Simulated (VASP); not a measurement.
Wanted: the native input for a VASP 6.6.1 run.

* Task: single point
* Functional: LDA
* Potentials or basis: VASP PAW LDA potentials, release 64 (Si, O)
* Cutoff: 520 eV
* k mesh: 8 × 8 × 8
* Occupations: gaussian, width 0.02 eV
* Spin: no spin polarisation
* Dipole correction: no
* Further INCAR settings: ALGO = Normal; EDIFF = 1e-06; NBANDS = 25

The structure of SiO2 lies in POSCAR:

```
SiO2
1.0
   -2.3740500000      2.3740500000      3.7440000000
    2.3740500000     -2.3740500000      3.7440000000
    2.3740500000      2.3740500000     -3.7440000000
Si O
2 4
Direct
    0.0000000000      0.0000000000      0.0000000000
    0.7500000000      0.2500000000      0.5000000000
    0.9983800000      0.6250000000      0.8733800000
    0.3750000000      0.2483800000      0.3733800000
    0.7516200000      0.1250000000      0.1266200000
    0.8750000000      0.0016200000      0.6266200000
```

One way to write it, as run:

INCAR

```
PREC = Accurate
ENCUT = 520
EDIFF = 1E-6
ISMEAR = 0
SIGMA = 0.02
LREAL = F
LASPH = T
NELM = 100
ALGO = Normal
ISIF = 2
LWAVE = F
LCHARG = F
NBANDS = 25
```

KPOINTS

```
regular mesh
0
Gamma
  8 8 8
```

Potentials or basis: VASP PAW LDA potentials, release 64 (Si, O).

Command:

```console
$ cat potpaw_LDA.64/Si/POTCAR potpaw_LDA.64/O/POTCAR > POTCAR
$ mpirun -np 1 vasp_std > vasp.out
```

Results of the run:

```json
{
  "Pressure": "-2.3 GPa",
  "Largest force": "0.252 eV/Å",
  "Band gap on the k mesh": "5.82 eV, direct"
}
```

Wall time 96 s on 1 thread of Intel(R) Xeon(R) Platinum 8488C (Sapphire Rapids), on a shared host, peak memory 0.24 GiB.
